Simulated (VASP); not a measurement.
A run of VASP 6.6.1 is set up as follows.

File INCAR:

```
PREC = Accurate
ENCUT = 600
EDIFF = 1E-6
ISMEAR = 0
SIGMA = 0.1
LREAL = F
LASPH = T
NELM = 100
ALGO = Fast
ISIF = 3
LWAVE = F
LCHARG = F
GGA = PE
IBRION = 2
NSW = 100
EDIFFG = -0.01
```

The input KPOINTS:

```
Automatic mesh
0
Gamma
  12 12 6
```

File POSCAR:

```
Os
1.0
    3.8762738873      0.0000000000      0.0000000000
   -1.9381369436      3.3569516584      0.0000000000
    0.0000000000      0.0000000000      6.5980782090
Os
4
Direct
    0.3333333333      0.6666666667      0.4369224993
    0.6666666667      0.3333333333      0.9369224993
    0.6666666667      0.3333333333      0.5630775007
    0.3333333333      0.6666666667      0.0630775007
```

Potentials or basis: VASP PAW PBE potentials, release 64 (Os).

Run with:

```console
$ cat potpaw_PBE.64/Os/POTCAR > POTCAR
$ mpirun -np 1 vasp_std > vasp.out
```

Task: Predict the relaxed cell.

Result: a = 3.826 Å, b = 3.826 Å, c = 6.729 Å, α = 90.00°, β = 90.00°, γ = 120.00°.

Task: Predict the space group after relaxing (to 0.1 Å).

Result: P6_3/mmc (No. 194).

Task: What does it give for the band gap on the k mesh?

Result: Zero (bands 16 and 17 overlap by 0.52 eV).

The path:
```csv
step,energy change (eV),largest force (eV/Å),pressure (GPa),volume (Å³)
1,0.0000,0.0426,-0.98,85.86
2,0.0081,0.1540,2.99,84.24
3,-0.0018,0.0735,0.21,85.37
4,-0.0040,0.0338,0.19,85.36
5,-0.0085,0.1075,0.11,85.30
6,-0.0087,0.1779,0.05,85.27
7,-0.0088,0.1461,0.08,85.28
8,-0.0097,0.1000,0.05,85.30
9,-0.0101,0.0540,0.02,85.31
10,-0.0101,0.0476,0.02,85.31
11,-0.0101,0.0449,0.01,85.31
12,-0.0102,0.0312,0.03,85.31
13,-0.0103,0.0026,0.05,85.32
```

Caveat: spin-orbit coupling is left out, which moves the levels of the heavy elements.
